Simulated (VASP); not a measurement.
# C (P6_3/mmc) in VASP: further runs

C is run at these levels: LDA; tasks: single point.

All numbers are computed with VASP 6.6.1; they aren't measurements. Logs are shortened: lines on timing, memory, paths and dates and some standing lists are left out, and cuts for length are marked.

## 1. The cell of the first run

The structure is hexagonal, space group P6_3/mmc (No. 194). Conventional cell: a = 2.519 Å, b = 2.519 Å, c = 8.023 Å, α = 90.00°, β = 90.00°, γ = 120.00°. C (site symmetry 3m) has 4 C at 1.40 to 1.57 Å within 1.9 Å. Within 1.9 Å of C (site symmetry 3m) lie 4 C at 1.44 to 1.57 Å.

## 2. Single point, LDA (atoms displaced along a vibrational mode, the cell strained)

INCAR

```
PREC = Accurate
ENCUT = 520
EDIFF = 1E-6
ISMEAR = 0
SIGMA = 0.05
LREAL = False
LASPH = True
NELM = 100
ALGO = Normal
ISIF = 2
LWAVE = False
LCHARG = True
LELF = True
LVHAR = True
NBANDS = 26
```

KPOINTS

```
regular mesh
0
Gamma
  12 12 4
```

POSCAR

```
C
1.0
    2.5186290723      0.0000000000      0.0000000000
   -1.2593145361      2.1811967593      0.0000000000
    0.0000000000      0.0000000000      8.0228736867
C
8
Direct
    0.0000000000      0.0000000000      0.0870930396
    0.0000000000      0.0000000000      0.5870930396
    0.0000000000      0.0000000000      0.4129069604
    0.0000000000      0.0000000000      0.9129069604
    0.3333333333      0.6666666667      0.1600876728
    0.6666666667      0.3333333333      0.6600876728
    0.3333333333      0.6666666667      0.3399123272
    0.6666666667      0.3333333333      0.8399123272
```

Potentials or basis: VASP PAW LDA potentials, release 64 (C).

On the command line:

```
cat potpaw_LDA.64/C/POTCAR > POTCAR
mpirun -np 1 vasp_std > vasp.out
```

OUTCAR:

```text
PREC = Accurate
   ENCUT = 520
   EDIFF = 1E-6
   ISMEAR = 0
   LREAL = False
   LASPH = True
   NELM = 100
   ISIF = 2

 ion  position               nearest neighbor table
   1  0.000  0.000  0.087-   4 1.40   5 1.57   5 1.57   5 1.57
   2  0.000  0.000  0.587-   3 1.40   6 1.57   6 1.57   6 1.57
   3  0.000  0.000  0.413-   2 1.40   7 1.57   7 1.57   7 1.57
   4  0.000  0.000  0.913-   1 1.40   8 1.57   8 1.57   8 1.57
   5  0.333  0.667  0.160-   7 1.44   1 1.57   1 1.57   1 1.57
   6  0.667  0.333  0.660-   8 1.44   2 1.57   2 1.57   2 1.57
   7  0.333  0.667  0.340-   5 1.44   3 1.57   3 1.57   3 1.57
   8  0.667  0.333  0.840-   6 1.44   4 1.57   4 1.57   4 1.57

  LATTYP: Found a hexagonal cell.
 ALAT       =     2.5186290723
 C/A-ratio  =     3.1854129593

  Lattice vectors:

 A1 = (   2.5186290723,   0.0000000000,   0.0000000000)
 A2 = (  -1.2593145361,   2.1811967593,   0.0000000000)
 A3 = (   0.0000000000,   0.0000000000,   8.0228736867)

Analysis of symmetry for initial positions (statically):
=====================================================================
 Subroutine PRICEL returns:
 Original cell was already a primitive cell.

 Routine SETGRP: Setting up the symmetry group for a
 hexagonal supercell.

 Subroutine GETGRP returns: Found 24 space group operations
 (whereof 12 operations were pure point group operations)
 out of a pool of 24 trial point group operations.

The static configuration has the point symmetry D_3d.
 The point group associated with its full space group is D_6h.

Analysis of symmetry for dynamics (positions and initial velocities):
=====================================================================
 Subroutine PRICEL returns:
 Original cell was already a primitive cell.

 Routine SETGRP: Setting up the symmetry group for a
 hexagonal supercell.

 Subroutine GETGRP returns: Found 24 space group operations
 (whereof 12 operations were pure point group operations)
 out of a pool of 24 trial point group operations.

The dynamic configuration has the point symmetry D_3d.
 The point group associated with its full space group is D_6h.

 Subroutine INISYM returns: Found 24 space group operations
 (whereof 12 operations are pure point group operations),
 and found     1 'primitive' translations
[... 101 lines left out ...]
   ISPIN  =      1    spin polarized calculation?
   LNONCOLLINEAR =      F non collinear calculations
   LSORBIT =      F    spin-orbit coupling
   LASPH  =      T    aspherical Exc in radial PAW
   ENCUT  =  520.0 eV  38.22 Ry    6.18 a.u.   4.68  4.68 14.92*2*pi/ulx,y,z
   NELM   =    100;   NELMIN=  2; NELMDL= -5     # of ELM steps
   EDIFF  = 0.1E-05   stopping-criterion for ELM
   LREAL  =      F    real-space projection
[... 7 lines left out ...]
   TEBEG  =    0.0;   TEEND  =   0.0 temperature during run
   PSTRESS=    0.0 pullay stress
   NELECT =      32.0000    total number of electrons
   NUPDOWN=      -1.0000    fix difference up-down
   EMIN   =  10.00;   EMAX   =-10.00  energy-range for DOS
   EFERMI =   0.00;   METHOD = LEGACY
   ISMEAR =     0;   SIGMA  =   0.05  broadening in eV -4-tet -1-fermi 0-gaus
   EFERMI_NEDOS =   21; number of points for ismear=-14 and -15
   IALGO  =     38    algorithm
   IMIX   =      4    mixing-type and parameters
     AMIX     =   0.40;   BMIX     =  1.00
     AMIX_MAG =   1.60;   BMIX_MAG =  1.00
  volume/ion in A,a.u.               =       5.51        37.18
  Fermi-wavevector in a.u.,A,eV,Ry     =   1.471392  2.780528 29.456550  2.164995
  Thomas-Fermi vector in A             =   2.586534
   LORBIT       =      0    0 simple, 1 ext, 2 COOP (PROOUT), +10 PAW based schemes
   GGA     = CA    functional components
   LHFCALC =     F    Hartree Fock is set to
   AEXX    =    0.0000 exact exchange contribution
   IVDW    =     0    specifies the selected vdW correction
   LEPSILON=     F    determine dielectric tensor
   LRPA    =     F    only Hartree local field effects (RPA)
 non-spin polarized calculation
 Gauss-broadening in eV      SIGMA  =   0.05
  energy-cutoff  :      520.00
  volume of cell :       44.07
 maximum number of plane-waves:      1212
 NGX is ok and might be reduce to    20
   NGX =  9   NGY =  9   NGZ = 29

 number of electron      31.9999999 magnetization

 Free energy of the ion-electron system (eV)
  ---------------------------------------------------
  ext. energy  EPLUGINS =         0.00000000
  ---------------------------------------------------
  free energy    TOTEN  =       -80.02854143 eV

  energy without entropy =      -80.02854143  energy(sigma->0) =      -80.02854143

 E-fermi :  11.3671     XC(G=0): -13.6332

 val. band max:       11.0871466854   @ k =   0.0000   0.0000   0.0000
 cond. band min:      14.5159036340   @ k =   0.4167   0.0000   0.0000
 fundamental gap:      3.4287569486
 Fermi energy:        11.3671495705

 k-point     1 :       0.0000    0.0000    0.0000
  band No.  band energies     occupation
      1     -11.6074      2.00000
      2      -9.9281      2.00000
      3      -9.6822      2.00000
      4      -4.9198      2.00000
      5      -4.2054      2.00000
      6       3.0652      2.00000
[... 685 lines left out ...]
     25      21.6391      0.00000
     26      22.9668      0.00000

 [... further k-points ...]

------------------------ aborting loop because EDIFF is reached ----------------------------------------

  FORCE on cell =-STRESS in cart. coord.  units (eV):
  Direction    XX          YY          ZZ          XY          YZ          ZX
  --------------------------------------------------------------------------------------
  -------------------------------------------------------------------------------------
  Total       -3.8864900     -3.8864900     14.4746961     -0.0000000     -0.0000000      0.0000000
  in kB     -141.2794919   -141.2794919    526.1759894     -0.0000000     -0.0000000      0.0000000
  external PRESSURE =      81.2056685 kB  Pullay stress =       0.0000000 kB

 VOLUME and BASIS-vectors are now :
 -----------------------------------------------------------------------------
  energy-cutoff  :      520.00
  volume of cell :       44.07
      direct lattice vectors                 reciprocal lattice vectors
     2.518629072  0.000000000  0.000000000     0.397041395  0.229231956  0.000000000
    -1.259314536  2.181196759  0.000000000     0.000000000  0.458463912  0.000000000
     0.000000000  0.000000000  8.022873687     0.000000000  0.000000000  0.124643618

 POSITION                                       TOTAL-FORCE (eV/Angst)
 -----------------------------------------------------------------------------------
      0.00000      0.00000      0.69874        -0.000000      0.000000      4.919035
      0.00000      0.00000      4.71017        -0.000000     -0.000000      4.919035
      0.00000      0.00000      3.31270        -0.000000      0.000000     -4.919035
      0.00000      0.00000      7.32414         0.000000     -0.000000     -4.919035
     -0.00000      1.45413      1.28436         0.000000      0.000000     -3.693103
      1.25931      0.72707      5.29580         0.000000     -0.000000     -3.693103
     -0.00000      1.45413      2.72707        -0.000000      0.000000      3.693103
      1.25931      0.72707      6.73851         0.000000     -0.000000      3.693103
 -----------------------------------------------------------------------------------
    total drift:                               -0.000000      0.000000      0.000000

  FREE ENERGIE OF THE ION-ELECTRON SYSTEM (eV)
  ---------------------------------------------------
  free  energy   TOTEN  =       -80.0285414347 eV

  energy  without entropy=      -80.0285414347  energy(sigma->0) =      -80.02854143
```

stdout:

```text
POSCAR found type information on POSCAR C
 POSCAR found :  1 types and       8 ions
 scaLAPACK will be used
 LDA part: xc-table for (Slater(with rela. corr.)+CA(PZ))
 , standard interpolation
 POSCAR, INCAR and KPOINTS ok, starting setup
 FFT: planning ... GRIDC
 FFT: planning ... GRID_SOFT
 FFT: planning ... GRID
 WAVECAR not read
 entering main loop
```

Run time: 37 s. Hardware: 1 thread of Intel Xeon Platinum 8488C (Sapphire Rapids), shared host; peak memory 0.16 GiB.

Results:

```yaml
Free_energy: -80.0285 eV
Pressure: 8.1 GPa
Largest_force: 4.919 eV/Å
Band_gap_on_the_k_mesh: 3.43 eV (least direct gap 3.45 eV)
```

Forces on the atoms (eV/Å):
```
C    0.000  0.000  4.919
C    0.000  0.000  4.919
C    0.000  0.000 -4.919
C    0.000  0.000 -4.919
C    0.000  0.000 -3.693
C    0.000  0.000 -3.693
C    0.000  0.000  3.693
C    0.000  0.000  3.693
```

Caveat: the cell differs from its parent crystal (atoms displaced along a vibrational mode, the cell strained); the cell stands under pressure; forces of over 1 eV/Å act on the atoms, so gaps and moduli don't describe the material at rest. A k mesh can miss the band edges.

## 3. Single point, LDA (atoms displaced along a vibrational mode, the cell strained)

INCAR

```
PREC     = Accurate       # precision mode
ENCUT    = 520            # plane-wave cutoff, eV
EDIFF    = 1E-7           # SCF threshold, eV
ISMEAR   = 0              # smearing method
SIGMA    = 0.05           # smearing width, eV
LREAL    = F              # projectors in reciprocal space
LASPH    = T              # aspherical terms in the spheres
NELM     = 60             # most SCF steps
ALGO     = Normal         # electronic algorithm
ISIF     = 2              # what is computed and relaxed
LWAVE    = F              # write WAVECAR
LCHARG   = F              # write CHGCAR
NBANDS   = 26             # bands
```

KPOINTS

```
Automatic mesh
0
Gamma
  12 12 4
```

POSCAR

```
C
1.0
    2.5186290723      0.0000000000      0.0000000000
   -1.2593145361      2.1811967593      0.0000000000
    0.0000000000      0.0000000000      8.0228736867
C
8
Direct
    0.0000000000      0.0000000000      0.0929365318
    0.0000000000      0.0000000000      0.5929365318
    0.0000000000      0.0000000000      0.4070634682
    0.0000000000      0.0000000000      0.9070634682
    0.3333333333      0.6666666667      0.1555443640
    0.6666666667      0.3333333333      0.6555443640
    0.3333333333      0.6666666667      0.3444556360
    0.6666666667      0.3333333333      0.8444556360
```

Potentials or basis: VASP PAW LDA potentials, release 64 (C).

On the command line:

```
cat potpaw_LDA.64/C/POTCAR > POTCAR
mpirun -np 1 vasp_std > vasp.out
```

OUTCAR:

```text
PREC = Accurate
   ENCUT = 520
   EDIFF = 1E-7
   ISMEAR = 0
   LREAL = F
   LASPH = T
   NELM = 60
   ISIF = 2

 ion  position               nearest neighbor table
   1  0.000  0.000  0.093-   4 1.49   5 1.54   5 1.54   5 1.54
   2  0.000  0.000  0.593-   3 1.49   6 1.54   6 1.54   6 1.54
   3  0.000  0.000  0.407-   2 1.49   7 1.54   7 1.54   7 1.54
   4  0.000  0.000  0.907-   1 1.49   8 1.54   8 1.54   8 1.54
   5  0.333  0.667  0.156-   7 1.52   1 1.54   1 1.54   1 1.54
   6  0.667  0.333  0.656-   8 1.52   2 1.54   2 1.54   2 1.54
   7  0.333  0.667  0.344-   5 1.52   3 1.54   3 1.54   3 1.54
   8  0.667  0.333  0.844-   6 1.52   4 1.54   4 1.54   4 1.54

  LATTYP: Found a hexagonal cell.
 ALAT       =     2.5186290723
 C/A-ratio  =     3.1854129593

  Lattice vectors:

 A1 = (   2.5186290723,   0.0000000000,   0.0000000000)
 A2 = (  -1.2593145361,   2.1811967593,   0.0000000000)
 A3 = (   0.0000000000,   0.0000000000,   8.0228736867)

Analysis of symmetry for initial positions (statically):
=====================================================================
 Subroutine PRICEL returns:
 Original cell was already a primitive cell.

 Routine SETGRP: Setting up the symmetry group for a
 hexagonal supercell.

 Subroutine GETGRP returns: Found 24 space group operations
 (whereof 12 operations were pure point group operations)
 out of a pool of 24 trial point group operations.

The static configuration has the point symmetry D_3d.
 The point group associated with its full space group is D_6h.

Analysis of symmetry for dynamics (positions and initial velocities):
=====================================================================
 Subroutine PRICEL returns:
 Original cell was already a primitive cell.

[... 142 lines left out ...]
  Fermi-wavevector in a.u.,A,eV,Ry     =   1.471392  2.780528 29.456550  2.164995
  Thomas-Fermi vector in A             =   2.586534
   LORBIT       =      0    0 simple, 1 ext, 2 COOP (PROOUT), +10 PAW based schemes
   GGA     = CA    functional components
   LHFCALC =     F    Hartree Fock is set to
   AEXX    =    0.0000 exact exchange contribution
   IVDW    =     0    specifies the selected vdW correction
   LEPSILON=     F    determine dielectric tensor
   LRPA    =     F    only Hartree local field effects (RPA)
 non-spin polarized calculation
 Gauss-broadening in eV      SIGMA  =   0.05
  energy-cutoff  :      520.00
  volume of cell :       44.07
 maximum number of plane-waves:      1212
 NGX is ok and might be reduce to    20
   NGX =  9   NGY =  9   NGZ = 29

 number of electron      31.9999999 magnetization

 Free energy of the ion-electron system (eV)
  ---------------------------------------------------
  ext. energy  EPLUGINS =         0.00000000
  ---------------------------------------------------
  free energy    TOTEN  =       -80.75946959 eV

  energy without entropy =      -80.75946959  energy(sigma->0) =      -80.75946959

 E-fermi :  10.5622     XC(G=0): -13.6362

 val. band max:       10.3193380254   @ k =   0.0000   0.0000   0.0000
 cond. band min:      14.4481453970   @ k =   0.5000   0.0000   0.0000
 fundamental gap:      4.1288073717
 Fermi energy:        10.5621985492

 k-point     1 :       0.0000    0.0000    0.0000
  band No.  band energies     occupation
      1     -11.5733      2.00000
      2      -9.8060      2.00000
      3      -9.7085      2.00000
      4      -5.1473      2.00000
      5      -3.5801      2.00000
      6       3.7428      2.00000
[... 685 lines left out ...]
     25      20.8408      0.00000
     26      23.2305      0.00000

 [... further k-points ...]

------------------------ aborting loop because EDIFF is reached ----------------------------------------

  FORCE on cell =-STRESS in cart. coord.  units (eV):
  Direction    XX          YY          ZZ          XY          YZ          ZX
  --------------------------------------------------------------------------------------
  -------------------------------------------------------------------------------------
  Total       -3.5034536     -3.5034536      9.2888669     -0.0000000      0.0000000      0.0000000
  in kB     -127.3555708   -127.3555708    337.6636492     -0.0000000      0.0000000      0.0000000
  external PRESSURE =      27.6508359 kB  Pullay stress =       0.0000000 kB

 VOLUME and BASIS-vectors are now :
 -----------------------------------------------------------------------------
  energy-cutoff  :      520.00
  volume of cell :       44.07
      direct lattice vectors                 reciprocal lattice vectors
     2.518629072  0.000000000  0.000000000     0.397041395  0.229231956  0.000000000
    -1.259314536  2.181196759  0.000000000     0.000000000  0.458463912  0.000000000
     0.000000000  0.000000000  8.022873687     0.000000000  0.000000000  0.124643618

 POSITION                                       TOTAL-FORCE (eV/Angst)
 -----------------------------------------------------------------------------------
      0.00000      0.00000      0.74562         0.000000     -0.000000      0.172380
      0.00000      0.00000      4.75705        -0.000000      0.000000      0.172380
      0.00000      0.00000      3.26582         0.000000     -0.000000     -0.172380
      0.00000      0.00000      7.27726        -0.000000     -0.000000     -0.172380
     -0.00000      1.45413      1.24791        -0.000000     -0.000000     -0.232003
      1.25931      0.72707      5.25935         0.000000     -0.000000     -0.232003
     -0.00000      1.45413      2.76352        -0.000000      0.000000      0.232003
      1.25931      0.72707      6.77496         0.000000     -0.000000      0.232003
 -----------------------------------------------------------------------------------
    total drift:                                0.000000     -0.000000      0.000000

  FREE ENERGIE OF THE ION-ELECTRON SYSTEM (eV)
  ---------------------------------------------------
  free  energy   TOTEN  =       -80.7594695868 eV

  energy  without entropy=      -80.7594695868  energy(sigma->0) =      -80.75946959
```

OSZICAR:

```text
N       E                     dE             d eps       ncg     rms          rms(c)
DAV:   1     0.526785220389E+02    0.52679E+02   -0.16588E+04  2964   0.120E+03
DAV:   2    -0.793385652173E+02   -0.13202E+03   -0.12416E+03  3914   0.230E+02
DAV:   3    -0.842098191758E+02   -0.48713E+01   -0.48360E+01  4030   0.385E+01
DAV:   4    -0.842528496469E+02   -0.43030E-01   -0.42977E-01  3814   0.413E+00
DAV:   5    -0.842535115147E+02   -0.66187E-03   -0.66140E-03  3974   0.478E-01    0.118E+01
DAV:   6    -0.816604216821E+02    0.25931E+01   -0.17511E+00  3416   0.698E+00    0.686E+00
DAV:   7    -0.807624219708E+02    0.89800E+00   -0.20771E+00  3590   0.775E+00    0.145E+00
DAV:   8    -0.807594967262E+02    0.29252E-02   -0.52268E-02  3762   0.128E+00    0.649E-02
DAV:   9    -0.807594591875E+02    0.37539E-04   -0.60896E-04  3834   0.163E-01    0.311E-02
DAV:  10    -0.807594698971E+02   -0.10710E-04   -0.43147E-05  3738   0.402E-02    0.105E-02
DAV:  11    -0.807594695948E+02    0.30224E-06   -0.27508E-06  3818   0.100E-02    0.312E-03
DAV:  12    -0.807594695868E+02    0.80590E-08   -0.33115E-07  3856   0.358E-03
   1 F= -.80759470E+02 E0= -.80759470E+02  d E =-.555759E-14
```

Wall time 40 s (1 thread of Intel Xeon Platinum 8488C (Sapphire Rapids), shared host); peak memory 0.16 GiB.

Results:

```
Free energy            : -80.7595 eV
Pressure               : 2.8 GPa
Largest force          : 0.232 eV/Å
Band gap on the k mesh : 4.13 eV (least direct gap 4.90 eV)
```

Forces on the atoms (eV/Å):
```
C    0.000  0.000  0.172
C    0.000  0.000  0.172
C    0.000  0.000 -0.172
C    0.000  0.000 -0.172
C    0.000  0.000 -0.232
C    0.000  0.000 -0.232
C    0.000  0.000  0.232
C    0.000  0.000  0.232
```

Caveat: the cell differs from its parent crystal (atoms displaced along a vibrational mode, the cell strained).

[end of part 1 of 2]
